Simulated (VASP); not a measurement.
Input of a VASP 6.6.1 run:

Contents of POSCAR:

```
CdS
1.0
    0.0000000000      2.7267765431      2.7267765431
    2.7267765431      0.0000000000      2.7267765431
    2.7267765431      2.7267765431      0.0000000000
Cd S
1 1
Direct
    0.0000000000      0.0000000000      0.0000000000
    0.5000000000      0.5000000000      0.5000000000
```

Contents of INCAR.step1:

```
SYSTEM = CdS
PREC = Accurate ; ENCUT = 500
EDIFF = 1E-8 ; ISMEAR = 0
SIGMA = 0.01 ; LREAL = .FALSE.
LASPH = .TRUE. ; NELM = 80
ALGO = Normal ; LWAVE = .TRUE.
LCHARG = .FALSE. ; GGA = PE
```

File INCAR.step2:

```
SYSTEM = CdS
PREC = Accurate ; ENCUT = 500
EDIFF = 1E-8 ; ISMEAR = 0
SIGMA = 0.01 ; LREAL = .FALSE.
LASPH = .TRUE. ; NELM = 1
ALGO = Exact ; LWAVE = .TRUE.
LCHARG = .FALSE. ; GGA = PE
NBANDS = 69 ; LOPTICS = .TRUE.
ISTART = 1
```

Contents of INCAR.step3:

```
SYSTEM = CdS
PREC = Accurate ; ENCUT = 500
EDIFF = 1E-8 ; ISMEAR = 0
SIGMA = 0.01 ; LREAL = .FALSE.
LASPH = .TRUE. ; ALGO = EVGW0
LWAVE = .FALSE. ; LCHARG = .FALSE.
GGA = PE ; NELMGW = 1
NBANDS = 69 ; ENCUTGW = 80.0
NOMEGA = 96 ; PRECFOCK = Fast
ISTART = 1 ; NBANDSGW = 17
OMEGAMAX = 30
```

Contents of KPOINTS:

```
regular mesh
0
G
  4 4 4
  0 0 0
```

Potentials or basis: VASP PAW PBE potentials, release 64 (Cd_GW, S_GW).

The run is started by

```bash
$ cat potpaw_PBE.64/Cd_GW/POTCAR potpaw_PBE.64/S_GW/POTCAR > POTCAR
$ cp INCAR.step1 INCAR
$ mpirun -np 1 vasp_std > vasp.out
$ cp INCAR.step2 INCAR
$ mpirun -np 1 vasp_std > vasp.out
$ cp INCAR.step3 INCAR
$ mpirun -np 1 vasp_std > vasp.out
```

(1) Estimate the quasiparticle gap.

(2) Estimate the least direct quasiparticle gap.

(3) Predict the band gap of the starting levels on the mesh.

## Answers

(1) 0.80 eV.

(2) 2.34 eV.

(3) 0.21 eV.

Caveat: the k points lie up to 0.50 Å⁻¹ apart; bands, screening cutoff and mesh are small and nothing is extrapolated, so the quasiparticle values aren't converged; the structure was generated, so it needn't be the stable form of CdS.
